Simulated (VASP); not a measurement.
# InH (Fm-3m) in VASP: a series of runs

Runs on InH. Level: PBE. Tasks: vibrations by perturbation theory.

Program: VASP 6.6.1. These are calculated values, not measurements. Logs are shortened: lines on timing, memory, paths and dates and some standing lists are left out, and cuts for length are marked.

**1. The cell of the first run**

It takes space group Fm-3m (No. 225, cubic). The conventional cell has a = 4.990 Å, b = 4.990 Å, c = 4.990 Å, α = 90.00°, β = 90.00°, γ = 90.00°. In (site symmetry m-3m) has 6 H at 2.49 Å within 3.3 Å. H (site symmetry m-3m) has 6 In at 2.49 Å within 3.3 Å.

**2. Vibrations by perturbation theory, PBE**

INCAR

```
ALGO     = Normal         # electronic algorithm
EDIFF    = 1E-8           # SCF threshold, eV
ENCUT    = 520            # plane-wave cutoff, eV
GGA      = PE             # functional
IBRION   = 8              # ionic algorithm
ISIF     = 2              # what is computed and relaxed
ISMEAR   = -1             # smearing method
LASPH    = T              # aspherical terms in the spheres
LCHARG   = T              # write CHGCAR
LREAL    = F              # projectors in reciprocal space
LWAVE    = F              # write WAVECAR
NELM     = 100            # most SCF steps
NSW      = 1              # ionic steps
PREC     = Accurate       # precision mode
SIGMA    = 0.15           # smearing width, eV
```

KPOINTS

```
k-points
0
Gamma
  14 14 14
```

POSCAR

```
InH
1.0
    0.0000000000      2.4949000000      2.4949000000
    2.4949000000      0.0000000000      2.4949000000
    2.4949000000      2.4949000000      0.0000000000
In H
1 1
Direct
    0.0000000000      0.0000000000      0.0000000000
    0.5000000000      0.5000000000      0.5000000000
```

Potentials or basis: VASP PAW PBE potentials, release 64 (In_d, H).

Launch:

```sh
$ cat potpaw_PBE.64/In_d/POTCAR potpaw_PBE.64/H/POTCAR > POTCAR
$ mpirun -np 1 vasp_std > vasp.out
```

OUTCAR:

```text
EDIFF = 1E-8
   ENCUT = 520
   GGA = PE
   IBRION = 8
   ISIF = 2
   ISMEAR = -1
   LASPH = T
   LREAL = F
   NELM = 100
   NSW = 1
   PREC = Accurate

 ion  position               nearest neighbor table
   1  0.000  0.000  0.000-
   2  0.500  0.500  0.500-

  LATTYP: Found a face centered cubic cell.
 ALAT       =     4.9898000000

  Lattice vectors:

 A1 = (   0.0000000000,   2.4949000000,   2.4949000000)
 A2 = (   2.4949000000,   0.0000000000,   2.4949000000)
 A3 = (   2.4949000000,   2.4949000000,   0.0000000000)

Analysis of symmetry for initial positions (statically):
=====================================================================
 Subroutine PRICEL returns:
 Original cell was already a primitive cell.

 Routine SETGRP: Setting up the symmetry group for a
 face centered cubic supercell.

 Subroutine GETGRP returns: Found 48 space group operations
 (whereof 48 operations were pure point group operations)
 out of a pool of 48 trial point group operations.

The static configuration has the point symmetry O_h .

Analysis of symmetry for dynamics (positions and initial velocities):
=====================================================================
 Subroutine PRICEL returns:
 Original cell was already a primitive cell.

 Routine SETGRP: Setting up the symmetry group for a
 face centered cubic supercell.

 Subroutine GETGRP returns: Found 48 space group operations
 (whereof 48 operations were pure point group operations)
 out of a pool of 48 trial point group operations.

The dynamic configuration has the point symmetry O_h .

 Subroutine INISYM returns: Found 48 space group operations
 (whereof 48 operations are pure point group operations),
 and found     1 'primitive' translations

----------------------------------------------------------------------------------------

                                     Primitive cell

  volume of cell :      31.0591

  direct lattice vectors                    reciprocal lattice vectors
     0.000000000  2.494900000  2.494900000    -0.200408834  0.200408834  0.200408834
     2.494900000  0.000000000  2.494900000     0.200408834 -0.200408834  0.200408834
     2.494900000  2.494900000  0.000000000     0.200408834  0.200408834 -0.200408834

  length of vectors
     3.528321417  3.528321417  3.528321417     0.347118283  0.347118283  0.347118283

  position of ions in fractional coordinates (direct lattice)
     0.000000000  0.000000000  0.000000000
     0.500000000  0.500000000  0.500000000

  ion indices of the primitive-cell ions
   primitive index   ion index
                 1           1
                 2           2

----------------------------------------------------------------------------------------

 KPOINTS: k-points

Automatic generation of k-mesh.
 Grid dimensions read from file:
 generate k-points for:   14   14   14

 Generating k-lattice:

  Cartesian coordinates                     Fractional coordinates (reciprocal lattice)
    -0.014314917  0.014314917  0.014314917     0.071428571  0.000000000  0.000000000
     0.014314917 -0.014314917  0.014314917     0.000000000  0.071428571  0.000000000
     0.014314917  0.014314917 -0.014314917     0.000000000  0.000000000  0.071428571

  Length of vectors
     0.024794163  0.024794163  0.024794163

  Shift w.r.t. Gamma in fractional coordinates (k-lattice)
     0.000000000  0.000000000  0.000000000

 Subroutine IBZKPT returns following result:
[... 73 lines left out ...]
   LORBIT       =      0    0 simple, 1 ext, 2 COOP (PROOUT), +10 PAW based schemes
   GGA     = PE    functional components
   LHFCALC =     F    Hartree Fock is set to
   AEXX    =    0.0000 exact exchange contribution
   IVDW    =     0    specifies the selected vdW correction
   LEPSILON=     F    determine dielectric tensor
   LRPA    =     F    only Hartree local field effects (RPA)
 non-spin polarized calculation
  energy-cutoff  :      520.00
  volume of cell :       31.06
 maximum number of plane-waves:       872
 NGX is ok and might be reduce to    28
   NGX = 13   NGY = 13   NGZ = 13

--------------------------------------- Ionic step        1  -------------------------------------------

 number of electron      14.0000001 magnetization

 Free energy of the ion-electron system (eV)
  ---------------------------------------------------
  ext. energy  EPLUGINS =         0.00000000
  ---------------------------------------------------
  free energy    TOTEN  =        -4.98528024 eV

  energy without entropy =       -4.94182160  energy(sigma->0) =       -4.96355092

 E-fermi :   6.3204     XC(G=0): -10.0386

 val. band max:        6.3186367522   @ k =   0.2857   0.0714   0.0000
 cond. band min:       6.3444363507   @ k =  -0.2857   0.4286   0.2143
 fundamental gap:      0.0257995985
 Fermi energy:         6.3203767015

 k-point     1 :       0.0000    0.0000    0.0000
  band No.  band energies     occupation
      1      -8.1919      2.00000
      2      -8.1919      2.00000
      3      -8.1919      2.00000
      4      -8.0796      2.00000
      5      -8.0796      2.00000
      6      -3.5851      2.00000
      7       9.9180      0.00000
      8      14.5912      0.00000
      9      14.5912      0.00000
     10      14.5912      0.00000
     11      17.3127      0.00000
[... 309 lines left out ...]
 k-point    24 :       0.2857    0.1429    0.0000
  band No.  band energies     occupation
      1      -8.2261      2.00000
      2      -8.1571      2.00000
      3      -8.1265      2.00000
      4      -8.0983      2.00000
      5      -8.0288      2.00000
      6      -2.1618      2.00000
      7       6.8980      0.04165
      8      11.1303      0.00000
      9      11.9002      0.00000
     10      12.8902      0.00000
     11      16.2904      0.00000

 [... further k-points ...]
[... 5 lines left out ...]
  --------------------------------------------------------------------------------------
  -------------------------------------------------------------------------------------
  Total        0.1516444      0.1516444      0.1516444     -0.0000000      0.0000000      0.0000000
  in kB        7.8225367      7.8225367      7.8225367     -0.0000000      0.0000000      0.0000000
  external PRESSURE =       7.8225367 kB  Pullay stress =       0.0000000 kB

 VOLUME and BASIS-vectors are now :
 -----------------------------------------------------------------------------
  energy-cutoff  :      520.00
  volume of cell :       31.06
      direct lattice vectors                 reciprocal lattice vectors
     0.000000000  2.494900000  2.494900000    -0.200408834  0.200408834  0.200408834
     2.494900000  0.000000000  2.494900000     0.200408834 -0.200408834  0.200408834
     2.494900000  2.494900000  0.000000000     0.200408834  0.200408834 -0.200408834

 POSITION                                       TOTAL-FORCE (eV/Angst)
 -----------------------------------------------------------------------------------
      0.00000      0.00000      0.00000         0.000000      0.000000     -0.000000
      2.49490      2.49490      2.49490         0.000000      0.000000      0.000000
 -----------------------------------------------------------------------------------
    total drift:                               -0.000000     -0.000000     -0.000000

  FREE ENERGIE OF THE ION-ELECTRON SYSTEM (eV)
  ---------------------------------------------------
  free  energy   TOTEN  =        -4.9852802375 eV

  energy  without entropy=       -4.9418216050  energy(sigma->0) =       -4.96355092

[... ionic steps 2 to 3 ...]

--------------------------------------- Ionic step        4  -------------------------------------------

------------------------ aborting loop because EDIFF is reached ----------------------------------------

[... ionic steps 5 to 6 ...]

--------------------------------------- Ionic step        7  -------------------------------------------

 Free energy of the ion-electron system (eV)
  ---------------------------------------------------
  ---------------------------------------------------
  free energy    TOTEN  =        -0.01536542 eV

  energy without entropy =       -0.01536543

------------------------ aborting loop because EDIFF is reached ----------------------------------------

 INTERNAL STRAIN TENSOR  FOR ION    2  DIRECTION 1   (eV/Angst):
 -----------------------------------------------------------------------------
    -0.04342  0.00000  0.00000
     0.00000  0.02208  0.00000
     0.00000  0.00000  0.02208

 INTERNAL STRAIN TENSOR FOR ION    2 for displacements in x,y,z  (eV/Angst):
          X           Y           Z          XY          YZ          ZX
  --------------------------------------------------------------------------------
  x     0.00000     0.00000     0.00000     0.00000     0.00000     0.00000
  y     0.00000     0.00000     0.00000     0.00000     0.00000     0.00000
  z     0.00000     0.00000     0.00000     0.00000     0.00000     0.00000

 SECOND DERIVATIVES (NOT SYMMETRIZED)
 ------------------------------------
               1X          1Y          1Z          2X          2Y          2Z
  1X     0.260605    0.000000    0.000000   -0.260605    0.000000    0.000000
  1Y     0.000000    0.260605    0.000000    0.000000   -0.260605    0.000000
  1Z     0.000000    0.000000    0.260605    0.000000    0.000000   -0.260605
  2X    -0.264220    0.000000    0.000000    0.264220    0.000000    0.000000
  2Y     0.000000   -0.264220    0.000000    0.000000    0.264220    0.000000
  2Z     0.000000    0.000000   -0.264220    0.000000    0.000000    0.264220

 Eigenvectors and eigenvalues of the dynamical matrix
 ----------------------------------------------------

   1 f  =    0.005108 THz     0.032096 2PiTHz    0.170395 cm-1     0.021126 meV
             X         Y         Z           dx          dy          dz
      0.000000  0.000000  0.000000    -0.019365   -0.993510    0.063599
      2.494900  2.494900  2.494900    -0.001795   -0.092084    0.005895
[... 21 lines left out ...]
   6 f/i=    8.070328 THz    50.707364 2PiTHz  269.197153 cm-1    33.376178 meV
             X         Y         Z           dx          dy          dz
      0.000000  0.000000  0.000000     0.000000    0.000000   -0.092290
      2.494900  2.494900  2.494900     0.000000    0.000000    0.995732

--------------------------------------------------------------------------------------------------------

 ELASTIC MODULI CONTR FROM IONIC RELAXATION (kBar)
 Direction    XX          YY          ZZ          XY          YZ          ZX
 --------------------------------------------------------------------------------
 XX           0.0000      0.0000      0.0000      0.0000      0.0000      0.0000
 YY           0.0000      0.0000      0.0000      0.0000      0.0000      0.0000
 ZZ           0.0000      0.0000      0.0000      0.0000      0.0000      0.0000
 XY           0.0000      0.0000      0.0000      0.0000      0.0000      0.0000
 YZ           0.0000      0.0000      0.0000      0.0000      0.0000      0.0000
 ZX           0.0000      0.0000      0.0000      0.0000      0.0000      0.0000
 --------------------------------------------------------------------------------
```

Run time: 9.9 min. Hardware: 1 thread of Intel Xeon 8259CL, shared host; peak memory 0.34 GiB.

Results:

```
Highest phonon frequency at Γ : 0 cm⁻¹
Most unstable mode            : 269i cm⁻¹
```

Phonon frequencies in cm⁻¹ (negative: imaginary):
| q point | frequencies |
| --- | --- |
| (0.000, 0.000, 0.000) | -269 -269 -269 0 0 0 |

Caveat: some modes are imaginary; spin-orbit coupling is left out, which moves the levels of the heavy elements.

**3. Vibrations by perturbation theory, PBE**

INCAR

```
SYSTEM = InH
PREC     = Accurate       ! precision mode
ENCUT    = 520            ! plane-wave cutoff, eV
EDIFF    = 1E-8           ! SCF threshold, eV
ISMEAR   = -1             ! smearing method
SIGMA    = 0.15           ! smearing width, eV
LREAL    = .FALSE.        ! projectors in reciprocal space
LASPH    = .TRUE.         ! aspherical terms in the spheres
NELM     = 60             ! most SCF steps
ALGO     = Normal         ! electronic algorithm
ISIF     = 2              ! what is computed and relaxed
LWAVE    = .FALSE.        ! write WAVECAR
LCHARG   = .FALSE.        ! write CHGCAR
GGA      = PE             ! functional
NBANDS   = 14             ! bands
IBRION   = 8              ! ionic algorithm
NSW      = 1              ! ionic steps
```

KPOINTS

```
regular mesh
0
G
  14 14 14
  0 0 0
```

POSCAR is that of step 2.

Potentials or basis: VASP PAW PBE potentials, release 64 (In_d, H).

Launch:

```sh
$ cat potpaw_PBE.64/In_d/POTCAR potpaw_PBE.64/H/POTCAR > POTCAR
$ mpirun -np 1 vasp_std > vasp.out
```

OUTCAR:

```text
SYSTEM = InH
   PREC = Accurate
   ENCUT = 520
   EDIFF = 1E-8
   ISMEAR = -1
   LREAL = .FALSE.
   LASPH = .TRUE.
   NELM = 60
   ISIF = 2
   GGA = PE
   IBRION = 8
   NSW = 1

 ion  position               nearest neighbor table
   1  0.000  0.000  0.000-
   2  0.500  0.500  0.500-

  LATTYP: Found a face centered cubic cell.
 ALAT       =     4.9898000000

  Lattice vectors:

 A1 = (   0.0000000000,   2.4949000000,   2.4949000000)
 A2 = (   2.4949000000,   0.0000000000,   2.4949000000)
 A3 = (   2.4949000000,   2.4949000000,   0.0000000000)

Analysis of symmetry for initial positions (statically):
=====================================================================
 Subroutine PRICEL returns:
 Original cell was already a primitive cell.

 Routine SETGRP: Setting up the symmetry group for a
[... 635 lines left out ...]

------------------------ aborting loop because EDIFF is reached ----------------------------------------

 INTERNAL STRAIN TENSOR  FOR ION    2  DIRECTION 1   (eV/Angst):
 -----------------------------------------------------------------------------
    -0.04357  0.00000  0.00000
     0.00000  0.02203  0.00000
    -0.00000  0.00000  0.02203

 INTERNAL STRAIN TENSOR FOR ION    2 for displacements in x,y,z  (eV/Angst):
          X           Y           Z          XY          YZ          ZX
  --------------------------------------------------------------------------------
  x     0.00000     0.00000     0.00000     0.00000     0.00000     0.00000
  y     0.00000     0.00000     0.00000     0.00000     0.00000     0.00000
  z     0.00000     0.00000     0.00000     0.00000     0.00000     0.00000

 SECOND DERIVATIVES (NOT SYMMETRIZED)
 ------------------------------------
               1X          1Y          1Z          2X          2Y          2Z
  1X     0.260664    0.000000    0.000000   -0.260664    0.000000    0.000000
  1Y     0.000000    0.260664    0.000000    0.000000   -0.260664    0.000000
  1Z     0.000000    0.000000    0.260664    0.000000    0.000000   -0.260664
  2X    -0.264180    0.000000    0.000000    0.264180    0.000000    0.000000
  2Y     0.000000   -0.264180    0.000000    0.000000    0.264180    0.000000
  2Z     0.000000    0.000000   -0.264180    0.000000    0.000000    0.264180

 Eigenvectors and eigenvalues of the dynamical matrix
 ----------------------------------------------------

   1 f  =    0.004969 THz     0.031223 2PiTHz    0.165757 cm-1     0.020551 meV
             X         Y         Z           dx          dy          dz
      0.000000  0.000000  0.000000    -0.017535   -0.630987   -0.770082
      2.494900  2.494900  2.494900    -0.001626   -0.058494   -0.071389
[... 21 lines left out ...]
   6 f/i=    8.069730 THz    50.703611 2PiTHz  269.177230 cm-1    33.373708 meV
             X         Y         Z           dx          dy          dz
      0.000000  0.000000  0.000000     0.092307    0.000000    0.000000
      2.494900  2.494900  2.494900    -0.995731    0.000000    0.000000

--------------------------------------------------------------------------------------------------------

 ELASTIC MODULI CONTR FROM IONIC RELAXATION (kBar)
 Direction    XX          YY          ZZ          XY          YZ          ZX
 --------------------------------------------------------------------------------
 XX           0.0000      0.0000      0.0000      0.0000      0.0000      0.0000
 YY           0.0000      0.0000      0.0000      0.0000      0.0000      0.0000
 ZZ           0.0000      0.0000      0.0000      0.0000      0.0000      0.0000
 XY           0.0000      0.0000      0.0000      0.0000      0.0000      0.0000
 YZ           0.0000      0.0000      0.0000      0.0000      0.0000      0.0000
 ZX           0.0000      0.0000      0.0000      0.0000      0.0000      0.0000
 --------------------------------------------------------------------------------
```

Wall time 11 min (1 thread of Intel Xeon 8259CL, shared host); peak memory 0.38 GiB.

Results:

| Quantity | Value |
| --- | --- |
| Highest phonon frequency at Γ | 0 cm⁻¹ |
| Most unstable mode | 269i cm⁻¹ |

Phonon frequencies in cm⁻¹ (negative: imaginary):
| q point | frequencies |
| --- | --- |
| (0.000, 0.000, 0.000) | -269 -269 -269 0 0 0 |

Caveat: some modes are imaginary; spin-orbit coupling is left out, which moves the levels of the heavy elements.
